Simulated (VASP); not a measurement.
# KI (R-3m) in VASP: settings compared

The runs below take KI through single point, with r2SCAN, HSE06.

Program: VASP 6.6.1. These are calculated values, not measurements. Logs are shortened: lines on timing, memory, paths and dates and some standing lists are left out, and cuts for length are marked.

**1. The cell of the first run**

It takes space group R-3m (No. 166, trigonal). Conventional cell: a = 4.783 Å, b = 4.783 Å, c = 12.886 Å, α = 90.00°, β = 90.00°, γ = 120.00°. Within 4.6 Å of K (site symmetry -3m) lie 6 I at 3.50 Å. Within 4.6 Å of I (site symmetry -3m) lie 6 K at 3.50 Å.

**2. Single point, r2SCAN (epitaxial 111 strain -4.6%)**

The input, POSCAR:

```
KI
1.0
    0.2249856863      3.6072968856      3.6072968856
    3.6072968856      0.2249856863      3.6072968856
    3.6072968856      3.6072968856      0.2249856863
K I
1 1
Direct
    0.0000000000      0.0000000000      0.0000000000
    0.5000000000      0.5000000000      0.5000000000
```

The input, INCAR.step1:

```
ALGO = Normal ; EDIFF = 1E-4
ENCUT = 520 ; GGA = PE
ISMEAR = 0 ; LASPH = T
LCHARG = F ; LREAL = F
LWAVE = T ; NBANDS = 15
NELM = 80 ; PREC = Accurate
SIGMA = 0.01
```

The input, INCAR.step2:

```
ALGO = Normal ; EDIFF = 1E-6
ENCUT = 520 ; ISIF = 2
ISMEAR = 0 ; ISTART = 1
LASPH = T ; LCHARG = F
LMIXTAU = T ; LREAL = F
LWAVE = F ; METAGGA = R2SCAN
NBANDS = 15 ; NELM = 80
PREC = Accurate ; SIGMA = 0.01
```

The input, KPOINTS:

```
k-points
0
Gamma
  6 6 6
```

Potentials or basis: VASP PAW PBE potentials, release 64 (K_sv, I).

The run is started by

```sh
$ cat potpaw_PBE.64/K_sv/POTCAR potpaw_PBE.64/I/POTCAR > POTCAR
$ cp INCAR.step1 INCAR
$ mpirun -np 1 vasp_std > vasp.out
$ cp INCAR.step2 INCAR
$ mpirun -np 1 vasp_std > vasp.out
```

OUTCAR:

```text
EDIFF = 1E-6
   ENCUT = 520
   ISIF = 2
   ISMEAR = 0
   ISTART = 1
   LASPH = T
   LREAL = F
   METAGGA = R2SCAN
   NELM = 80
   PREC = Accurate

 ion  position               nearest neighbor table
   1  0.000  0.000  0.000-   2 3.50   2 3.50   2 3.50   2 3.50   2 3.50   2 3.50
   2  0.500  0.500  0.500-   1 3.50   1 3.50   1 3.50   1 3.50   1 3.50   1 3.50

  LATTYP: Found a trigonal (rhomboedric) cell.
 ALAT       =     5.1064469253
 COS(alpha) =     0.5612779297

  Lattice vectors:

 A1 = (   0.2249856863,   3.6072968856,   3.6072968856)
 A2 = (   3.6072968856,   0.2249856863,   3.6072968856)
 A3 = (   3.6072968856,   3.6072968856,   0.2249856863)

Analysis of symmetry for initial positions (statically):
=====================================================================
 Subroutine PRICEL returns:
 Original cell was already a primitive cell.

 Routine SETGRP: Setting up the symmetry group for a
 trigonal (rhombohedral) supercell.

 Subroutine GETGRP returns: Found 12 space group operations
 (whereof 12 operations were pure point group operations)
 out of a pool of 12 trial point group operations.

The static configuration has the point symmetry D_3d.

Analysis of symmetry for dynamics (positions and initial velocities):
=====================================================================
 Subroutine PRICEL returns:
 Original cell was already a primitive cell.

 Routine SETGRP: Setting up the symmetry group for a
 trigonal (rhombohedral) supercell.

 Subroutine GETGRP returns: Found 12 space group operations
 (whereof 12 operations were pure point group operations)
 out of a pool of 12 trial point group operations.

The dynamic configuration has the point symmetry D_3d.

 Subroutine INISYM returns: Found 12 space group operations
 (whereof 12 operations are pure point group operations),
 and found     1 'primitive' translations

----------------------------------------------------------------------------------------

                                     Primitive cell

  volume of cell :      85.1090

  direct lattice vectors                    reciprocal lattice vectors
     0.224985686  3.607296886  3.607296886    -0.152298482  0.143357341  0.143357341
     3.607296886  0.224985686  3.607296886     0.143357341 -0.152298482  0.143357341
     3.607296886  3.607296886  0.224985686     0.143357341  0.143357341 -0.152298482

  length of vectors
     5.106446925  5.106446925  5.106446925     0.253569481  0.253569481  0.253569481

  position of ions in fractional coordinates (direct lattice)
     0.000000000  0.000000000  0.000000000
     0.500000000  0.500000000  0.500000000

  ion indices of the primitive-cell ions
   primitive index   ion index
                 1           1
                 2           2

----------------------------------------------------------------------------------------

 KPOINTS: k-points

Automatic generation of k-mesh.
 Grid dimensions read from file:
 generate k-points for:    6    6    6

 Generating k-lattice:

  Cartesian coordinates                     Fractional coordinates (reciprocal lattice)
    -0.025383080  0.023892890  0.023892890     0.166666667  0.000000000  0.000000000
     0.023892890 -0.025383080  0.023892890     0.000000000  0.166666667  0.000000000
     0.023892890  0.023892890 -0.025383080     0.000000000  0.000000000  0.166666667

  Length of vectors
     0.042261580  0.042261580  0.042261580

  Shift w.r.t. Gamma in fractional coordinates (k-lattice)
     0.000000000  0.000000000  0.000000000

 Subroutine IBZKPT returns following result:
 ===========================================

 Found     32 irreducible k-points:

 Following reciprocal coordinates:
            Coordinates               Weight
  0.000000  0.000000  0.000000      1.000000
  0.166667  0.000000 -0.000000      6.000000
  0.333333  0.000000  0.000000      6.000000
  0.500000  0.000000  0.000000      3.000000
  0.166667  0.166667  0.000000      6.000000
  0.333333  0.166667  0.000000     12.000000
[... 16 lines left out ...]
  0.500000  0.500000  0.166667      6.000000
 -0.333333  0.500000  0.166667     12.000000
 [... further k-points ...]
   k-points           NKPTS =     32   k-points in BZ     NKDIM =     32   number of bands    NBANDS=     15
   number of dos      NEDOS =    301   number of ions     NIONS =      2
   total plane-waves  NPLWV =  64000
   dimension x,y,z NGX =    40 NGY =   40 NGZ =   40
   dimension x,y,z NGXF=    80 NGYF=   80 NGZF=   80
   ions per type =               1   1
   NGX,Y,Z   is equivalent  to a cutoff of  13.02, 13.02, 13.02 a.u.
   NGXF,Y,Z  is equivalent  to a cutoff of  26.04, 26.04, 26.04 a.u.
 SYSTEM =  unknown system
   PREC   = accura    normal or accurate (medium, high low for compatibility)
   ISTART =      1    job   : 0-new  1-cont  2-samecut
   ICHARG =      0    charge: 1-file 2-atom 10-const
   ISPIN  =      1    spin polarized calculation?
   LNONCOLLINEAR =      F non collinear calculations
   LSORBIT =      F    spin-orbit coupling
   LASPH  =      T    aspherical Exc in radial PAW
   ENCUT  =  520.0 eV  38.22 Ry    6.18 a.u.   9.49  9.49  9.49*2*pi/ulx,y,z
   NELM   =     80;   NELMIN=  2; NELMDL=  0     # of ELM steps
   EDIFF  = 0.1E-05   stopping-criterion for ELM
   LREAL  =      F    real-space projection
   EDIFFG = 0.1E-04   stopping-criterion for IOM
   NSW    =      0    number of steps for IOM
   IBRION =     -1    ionic relax: 0-MD 1-quasi-New 2-CG
   NFREE  =      0    steps in history (QN), initial steepest desc. (CG)
   ISIF   =      2    stress and relaxation
   ISYM   =      2    0-nonsym 1-usesym 2-fastsym
   POTIM  = 0.5000    time-step for ionic-motion
   TEBEG  =    0.0;   TEEND  =   0.0 temperature during run
   PSTRESS=    0.0 pullay stress
   NELECT =      16.0000    total number of electrons
   NUPDOWN=      -1.0000    fix difference up-down
   EMIN   =  10.00;   EMAX   =-10.00  energy-range for DOS
   EFERMI =   0.00;   METHOD = LEGACY
   ISMEAR =     0;   SIGMA  =   0.01  broadening in eV -4-tet -1-fermi 0-gaus
   EFERMI_NEDOS =   21; number of points for ismear=-14 and -15
   IALGO  =     38    algorithm
   IMIX   =      4    mixing-type and parameters
     AMIX     =   0.40;   BMIX     =  1.00
     AMIX_MAG =   1.60;   BMIX_MAG =  1.00
  volume/ion in A,a.u.               =      42.55       287.17
  Fermi-wavevector in a.u.,A,eV,Ry     =   0.937828  1.772237 11.966603  0.879521
  Thomas-Fermi vector in A             =   2.064978
   LORBIT       =      0    0 simple, 1 ext, 2 COOP (PROOUT), +10 PAW based schemes
   METAGGA = R2SCAN    functional components
   LHFCALC =     F    Hartree Fock is set to
   AEXX    =    0.0000 exact exchange contribution
   IVDW    =     0    specifies the selected vdW correction
   LEPSILON=     F    determine dielectric tensor
   LRPA    =     F    only Hartree local field effects (RPA)
 non-spin polarized calculation
 Gauss-broadening in eV      SIGMA  =   0.01
  energy-cutoff  :      520.00
  volume of cell :       85.11
 maximum number of plane-waves:      2308
 NGX is ok and might be reduce to    40
   NGX = 19   NGY = 19   NGZ = 19

 number of electron      16.0000000 magnetization

 Free energy of the ion-electron system (eV)
  ---------------------------------------------------
  ext. energy  EPLUGINS =         0.00000000
  ---------------------------------------------------
  free energy    TOTEN  =       -33.96203622 eV

  energy without entropy =      -33.96203622  energy(sigma->0) =      -33.96203622

 E-fermi :  -0.3689     XC(G=0):  -7.6683

 val. band max:       -0.4416352801   @ k =   0.0000   0.0000   0.0000
 cond. band min:       4.0930560699   @ k =   0.0000   0.0000   0.0000
 fundamental gap:      4.5346913500
 Fermi energy:        -0.3688895159

 k-point     1 :       0.0000    0.0000    0.0000
  band No.  band energies     occupation
      1     -30.1865      2.00000
      2     -12.9087      2.00000
      3     -12.9087      2.00000
      4     -12.8971      2.00000
      5     -11.4198      2.00000
      6      -0.7341      2.00000
      7      -0.4416      2.00000
      8      -0.4416      2.00000
      9       4.0931      0.00000
     10       6.0706      0.00000
     11       6.7239      0.00000
     12       6.7239      0.00000
     13       7.3835      0.00000
     14       7.3835      0.00000
     15       9.7812      0.00000

 k-point     2 :       0.1667    0.0000   -0.0000
  band No.  band energies     occupation
      1     -30.1858      2.00000
      2     -12.9574      2.00000
      3     -12.9103      2.00000
      4     -12.8978      2.00000
      5     -11.3289      2.00000
      6      -0.9481      2.00000
      7      -0.7867      2.00000
      8      -0.5530      2.00000
      9       4.7049      0.00000
     10       6.4611      0.00000
     11       6.5272      0.00000
     12       7.0408      0.00000
     13       7.6764      0.00000
     14       7.7773      0.00000
     15      10.8676      0.00000

 k-point     3 :       0.3333    0.0000    0.0000
  band No.  band energies     occupation
      1     -30.1843      2.00000
      2     -13.0440      2.00000
      3     -12.9137      2.00000
      4     -12.8973      2.00000
      5     -11.1568      2.00000
      6      -1.6488      2.00000
      7      -0.9845      2.00000
      8      -0.7577      2.00000
      9       5.3377      0.00000
     10       7.0084      0.00000
     11       7.4568      0.00000
     12       7.8028      0.00000
     13       8.4810      0.00000
     14       8.8188      0.00000
     15      10.0853      0.00000
[... 343 lines left out ...]
 k-point    23 :       0.5000    0.5000    0.1667
  band No.  band energies     occupation
      1     -30.1835      2.00000
      2     -12.9646      2.00000
      3     -12.9461      2.00000
      4     -12.9236      2.00000
      5     -11.2023      2.00000
      6      -1.5677      2.00000
      7      -1.1898      2.00000
      8      -0.7959      2.00000
      9       5.2269      0.00000
     10       6.4317      0.00000
     11       8.0470      0.00000
     12       8.4469      0.00000
     13       9.0233      0.00000
     14       9.4833      0.00000
     15       9.9882      0.00000

 k-point    24 :      -0.3333    0.5000    0.1667
  band No.  band energies     occupation
      1     -30.1831      2.00000
      2     -12.9634      2.00000
      3     -12.9516      2.00000
      4     -12.9243      2.00000
      5     -11.1867      2.00000
      6      -1.5002      2.00000
      7      -1.2164      2.00000
      8      -1.0581      2.00000
      9       5.5301      0.00000
     10       6.6692      0.00000
     11       7.4044      0.00000
     12       8.6713      0.00000
     13       8.7608      0.00000
     14       9.9273      0.00000
     15      10.3594      0.00000

 [... further k-points ...]
[... 5 lines left out ...]
  --------------------------------------------------------------------------------------
  -------------------------------------------------------------------------------------
  Total        0.3212740      0.3212740      0.3212740     -0.1541426     -0.1541426     -0.1541426
  in kB        6.0479837      6.0479837      6.0479837     -2.9017358     -2.9017358     -2.9017358
  external PRESSURE =       6.0479837 kB  Pullay stress =       0.0000000 kB

 VOLUME and BASIS-vectors are now :
 -----------------------------------------------------------------------------
  energy-cutoff  :      520.00
  volume of cell :       85.11
      direct lattice vectors                 reciprocal lattice vectors
     0.224985686  3.607296886  3.607296886    -0.152298482  0.143357341  0.143357341
     3.607296886  0.224985686  3.607296886     0.143357341 -0.152298482  0.143357341
     3.607296886  3.607296886  0.224985686     0.143357341  0.143357341 -0.152298482

 POSITION                                       TOTAL-FORCE (eV/Angst)
 -----------------------------------------------------------------------------------
      0.00000      0.00000      0.00000         0.000000     -0.000000     -0.000000
      3.71979      3.71979      3.71979        -0.000000      0.000000      0.000000
 -----------------------------------------------------------------------------------
    total drift:                                0.000000     -0.000000     -0.000000

  FREE ENERGIE OF THE ION-ELECTRON SYSTEM (eV)
  ---------------------------------------------------
  free  energy   TOTEN  =       -33.9620362182 eV

  energy  without entropy=      -33.9620362182  energy(sigma->0) =      -33.96203622
```

Run time: 2.3 min. Hardware: 1 thread of Intel Xeon Platinum 8488C (Sapphire Rapids), shared host; peak memory 0.27 GiB.

What came out:

```yaml
Free_energy: -33.9620 eV
Pressure: 0.6 GPa
Band_gap_on_the_k_mesh: 4.53 eV, direct
```

Stress tensor (GPa, compression positive):
```
 0.60 -0.29 -0.29
-0.29  0.60 -0.29
-0.29 -0.29  0.60
```

Caveat: the cell differs from its parent crystal (epitaxial 111 strain -4.6%); the PAW data sets were made with another functional, which shifts forces and pressure a little; spin-orbit coupling is left out, which moves the levels of the heavy elements.

[end of part 1 of 2]
